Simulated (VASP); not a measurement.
Set up this calculation in VASP 6.6.1, as the native input.

| Property | Result |
| --- | --- |
| Task | single point |
| Functional | PBE |
| Potentials or basis | VASP PAW PBE potentials, release 64 (Ag) |
| Cutoff | 520 eV |
| k mesh | 12 × 12 × 1 |
| Occupations | gaussian, width 0.1 eV |
| Spin | no spin polarisation |
| Dipole correction | yes |
| Electric field (eV/Å) | -0.1 eV/Å |
| Further INCAR settings | ALGO = Normal; EDIFF = 1e-07; NBANDS = 48; EFIELD = -0.1 |

The structure of Ag lies in POSCAR:

```
Ag
1.0
    2.9355691563      0.0000000000      0.0000000000
   -1.4677845781      2.5422774639      0.0000000000
    0.0000000000      0.0000000000     29.3666405453
Ag
7
Direct
    0.0000000000      0.0000000000      0.2553918276
    0.6666666667      0.3333333333      0.3368762161
    0.3333333333      0.6666666667      0.4183606045
    0.6666666667      0.3333333333      0.5000000000
    0.3333333333      0.6666666667      0.5814843884
    0.0000000000      0.0000000000      0.6629687769
    0.3333333333      0.6666666667      0.7446081724
```

The input as run:

INCAR

```
PREC = Accurate ; ENCUT = 520
EDIFF = 1E-7 ; ISMEAR = 0
SIGMA = 0.1 ; LREAL = False
LASPH = True ; NELM = 60
ALGO = Normal ; ISIF = 2
LWAVE = False ; LCHARG = False
LDIPOL = True ; IDIPOL = 3
DIPOL = 0.5 0.5 0.500 ; GGA = PE
NBANDS = 48 ; EFIELD = -0.1
```

KPOINTS

```
Automatic mesh
0
Gamma
  12 12 1
```

Potentials or basis: VASP PAW PBE potentials, release 64 (Ag).

Command:

```bash
$ cat potpaw_PBE.64/Ag/POTCAR > POTCAR
$ mpirun -np 1 vasp_std > vasp.out
```

Results of the run:

```
Largest force          : 0.044 eV/Å
Band gap on the k mesh : zero (an odd number of electrons rules out a gap without spin polarisation)
```

Run time: 19 min on 1 thread of Intel Xeon 8259CL, on a shared host, peak memory 0.43 GiB.
